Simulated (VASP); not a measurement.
Write the native input for VASP 6.6.1 that does the following.

```yaml
Task: single point
Functional: LDA
Potentials_or_basis: VASP PAW LDA potentials, release 64 (Hf_pv)
Cutoff: 520 eV
k_mesh: 14 × 14 × 14
Occupations: fermi-dirac, width 0.05 eV
Spin: non-collinear spin, zero start, spin-orbit coupling
Starting_moments: "[[0.0, 0.0, 0.0]] μB"
Dipole_correction: no
Further_INCAR_settings: ALGO = Normal; EDIFF = 1e-06; NBANDS = 21
```

The structure of Hf lies in POSCAR:

```
Hf
1.0
   -1.7674920948      1.7674920948      1.7674920948
    1.7674920948     -1.7674920948      1.7674920948
    1.7674920948      1.7674920948     -1.7674920948
Hf
1
Direct
    0.0000000000      0.0000000000      0.0000000000
```

This isn't the form of Hf at room conditions, which is hcp.

These files were run (other wordings do the same):

INCAR

```
SYSTEM = Hf
PREC     = Accurate       ! precision mode
ENCUT    = 520            ! plane-wave cutoff, eV
EDIFF    = 1E-6           ! SCF threshold, eV
ISMEAR   = -1             ! smearing method
SIGMA    = 0.05           ! smearing width, eV
LREAL    = .FALSE.        ! projectors in reciprocal space
LASPH    = .TRUE.         ! aspherical terms in the spheres
NELM     = 150            ! most SCF steps
ALGO     = Normal         ! electronic algorithm
ISIF     = 2              ! what is computed and relaxed
LWAVE    = .FALSE.        ! write WAVECAR
LCHARG   = .FALSE.        ! write CHGCAR
MAGMOM   = 0 0 0          ! initial moments
LORBIT   = 11             ! projections on sites
LSORBIT  = .TRUE.         ! spin-orbit coupling
GGA_COMPAT= .FALSE.      
LORBMOM  = .TRUE.       
LMAXMIX  = 4              ! l up to which the mixer works
GGA      = CA             ! functional
NBANDS   = 21             ! bands
```

KPOINTS

```
Automatic mesh
0
G
  14 14 14
  0 0 0
```

Potentials or basis: VASP PAW LDA potentials, release 64 (Hf_pv).

The run is started by

```sh
$ cat potpaw_LDA.64/Hf_pv/POTCAR > POTCAR
$ mpirun -np 1 vasp_ncl > vasp.out
```

It gave:

```yaml
Pressure: -8.3 GPa
Net_moment: 0.00 μB per cell
Valence_electrons_inside_the_program's_atomic_spheres: Hf 8.45
```

Caveat: the cell stands under tension.

Run time: 84 s on 1 thread of Intel Xeon 8259CL, with other jobs on the host, peak memory 0.21 GiB.
